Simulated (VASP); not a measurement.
A run of VASP 6.6.1:

Contents of INCAR:

```
SYSTEM = Tc
PREC = Accurate ; ENCUT = 520
EDIFF = 1E-8 ; ISMEAR = -1
SIGMA = 0.03 ; LREAL = .False.
LASPH = .True. ; NELM = 100
ALGO = Normal ; ISIF = 2
LWAVE = .False. ; LCHARG = .False.
GGA = PE ; LEFG = .True.
NBANDS = 12
```

Contents of KPOINTS:

```
regular mesh
0
Gamma
  18 18 18
  0 0 0
```

POSCAR

```
Tc
1.0
    0.0000000000      1.9169427664      1.9169427664
    1.9169427664      0.0000000000      1.9169427664
    1.9169427664      1.9169427664      0.0000000000
Tc
1
Direct
    0.0000000000      0.0000000000      0.0000000000
```

Potentials or basis: VASP PAW PBE potentials, release 64 (Tc_pv).

The run is started by

```console
$ cat potpaw_PBE.64/Tc_pv/POTCAR > POTCAR
$ mpirun -np 1 vasp_std > vasp.out
```

Hardware: 1 thread of Intel(R) Xeon(R) Platinum 8259CL CPU @ 2.50GHz (Skylake/Cascade Lake), with other jobs on the host.

Q: Estimate the wall time of this run.

A: Wall time 21 s on 1 thread of Intel(R) Xeon(R) Platinum 8259CL CPU @ 2.50GHz (Skylake/Cascade Lake) (shared host), peak memory 0.15 GiB. Counts: scf iterations 13, k points 195.
